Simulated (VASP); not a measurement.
Runs of VASP 6.6.1 on B3Pd. The structure is that of space group P6/mmm (No. 191), or close to it. The cells are those of the table. 

```tsv
cell	k mesh	smearing	gap on the mesh (eV)	pressure (GPa)
a = 3.704, b = 3.704, c = 4.156 Å, angles 90.0, 90.0, 120.0°, 4 atoms	6 × 6 × 5	gaussian 0.2 eV	none	0.4
a = 3.506, b = 3.506, c = 3.349 Å, angles 90.0, 90.0, 120.0°, 4 atoms	6 × 6 × 6	gaussian 0.1 eV	none	-0.4
a = 4.067, b = 4.067, c = 3.920 Å, angles 90.0, 90.0, 120.0°, 4 atoms	6 × 6 × 6	gaussian 0.2 eV	none	(a)
a = 4.066, b = 4.066, c = 3.856 Å, angles 90.0, 90.0, 120.0°, 4 atoms	6 × 6 × 6	gaussian 0.2 eV	none	0.3
a = 3.514, b = 3.514, c = 3.331 Å, angles 90.0, 90.0, 120.0°, 4 atoms	7 × 7 × 4	gaussian 0.2 eV	none	0.3
```

Alike in all rows: task single point; level PBE; potentials or basis VASP PAW PBE potentials, release 64 (B, Pd); no spin polarisation; cutoff (eV) 500.

Task: Fill in the values left out.

Result: (a) 0.1.

Caveats: some runs use coarse meshes.

A k mesh can miss the band edges, and the runs leave out spin-orbit coupling on Pd.

A gap of «none» marks levels without a gap at the run's occupations.
